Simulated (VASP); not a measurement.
A run of VASP 6.6.1 is set up as follows.

Contents of INCAR:

```
SYSTEM = Zr
ALGO     = Normal         ! electronic algorithm
EDIFF    = 1E-6           ! SCF threshold, eV
ENCUT    = 520            ! plane-wave cutoff, eV
GGA      = PE             ! functional
ISIF     = 2              ! what is computed and relaxed
ISMEAR   = 1              ! smearing method
LASPH    = .TRUE.         ! aspherical terms in the spheres
LCHARG   = .TRUE.         ! write CHGCAR
LELF     = .TRUE.         ! ELF
LREAL    = .FALSE.        ! projectors in reciprocal space
LVHAR    = .TRUE.       
LWAVE    = .FALSE.        ! write WAVECAR
NBANDS   = 19             ! bands
NELM     = 100            ! most SCF steps
PREC     = Accurate       ! precision mode
SIGMA    = 0.1            ! smearing width, eV
```

File KPOINTS:

```
k-points
0
G
  14 14 8
  0 0 0
```

POSCAR

```
Zr
1.0
    3.2531713258      0.0000000000      0.0000000000
   -1.6265856629      2.8173290110      0.0000000000
    0.0000000000      0.0000000000      5.1807156955
Zr
2
Direct
    0.3333333333      0.6666666667      0.2500000000
    0.6666666667      0.3333333333      0.7500000000
```

Potentials or basis: VASP PAW PBE potentials, release 64 (Zr_sv).

The run is started by

```bash
$ cat potpaw_PBE.64/Zr_sv/POTCAR > POTCAR
$ mpirun -np 1 vasp_std > vasp.out
```

(1) Predict the band gap on the k mesh.

(2) What does it give for the pressure?

## Answers

(1) zero (bands 12 and 13 overlap by 1.10 eV).

(2) -1.3 GPa.
